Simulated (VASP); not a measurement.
Here is a VASP 6.6.1 calculation.

Contents of INCAR:

```
PREC     = Accurate       # precision mode
ENCUT    = 520            # plane-wave cutoff, eV
EDIFF    = 1E-6           # SCF threshold, eV
ISMEAR   = 0              # smearing method
SIGMA    = 0.15           # smearing width, eV
LREAL    = False          # projectors in reciprocal space
LASPH    = True           # aspherical terms in the spheres
NELM     = 100            # most SCF steps
ALGO     = Normal         # electronic algorithm
ISIF     = 2              # what is computed and relaxed
LWAVE    = False          # write WAVECAR
LCHARG   = False          # write CHGCAR
GGA      = PS             # functional
NBANDS   = 15             # bands
```

The input KPOINTS:

```
Automatic mesh
0
Gamma
  18 24 24
```

The input POSCAR:

```
TiSi
1.0
    3.9000701542      0.0000000000      0.0000000000
    0.0000000000      1.8536564841      1.9542834869
    0.0000000000     -1.8536564841      1.9542834869
Ti Si
1 1
Direct
    0.0000000000      0.0507344298      0.0507344298
    0.5000000000      0.5507655702      0.5507655702
```

Potentials or basis: VASP PAW PBE potentials, release 64 (Ti_sv, Si).

Launch:

```console
$ cat potpaw_PBE.64/Ti_sv/POTCAR potpaw_PBE.64/Si/POTCAR > POTCAR
$ mpirun -np 1 vasp_std > vasp.out
```

Q: Estimate the band gap on the k mesh.

A: Zero (bands 8 and 9 overlap by 1.80 eV).

Q: What does it give for the pressure?

A: -1.2 GPa.

Stress tensor (GPa, compression positive):
```
-4.66  0.00  0.00
 0.00 -0.47  0.00
 0.00  0.00  1.64
```

Caveat: the stress differs along the axes, from -5 to 2 GPa; the PAW data sets were made with another functional, which shifts forces and pressure a little.
